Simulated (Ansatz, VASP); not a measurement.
## One calculation of C, two programs

```xyz
4
Lattice="2.4560 0.0000 0.0000 -1.2280 2.1270 0.0000 0.0000 0.0000 6.6960" Properties=species:S:1:pos:R:3 pbc="T T T"
C     0.0000    0.0000    5.0220
C     0.0000    0.0000    1.6740
C     0.0000    1.4180    5.0220
C     1.2280    0.7090    1.6740
```

Alike in both runs: task relaxation of cell and atoms; functional PBE; dispersion D3(BJ); k mesh 27 × 27 × 10; occupations gaussian, width 0.1 eV; no spin polarisation.

```csv
,VASP,Ansatz
version,VASP 6.6.1,Ansatz 0.2.0
potentials or method,"VASP PAW PBE potentials, release 64 (C), cutoff 600 eV","scalar-relativistic, plane waves, PAW"
valence electrons in the cell,16,16
```

Ansatz gave:

* gap on the k mesh at the Fermi level, each at its own relaxed structure (eV): none
* relaxed volume (Å³/atom): 8.87
* relaxed length of the cell vector where the two differ most in proportion (Å): 6.740

**Question.** What did VASP give for the same quantities?

**Answer.** gap on the k mesh at the Fermi level, each at its own relaxed structure (eV): none; relaxed volume (Å³/atom): 8.80; relaxed length of the cell vector where the two differ most in proportion (Å): 6.685.

A gap of «none» marks a metal or a gap that the smearing closes.
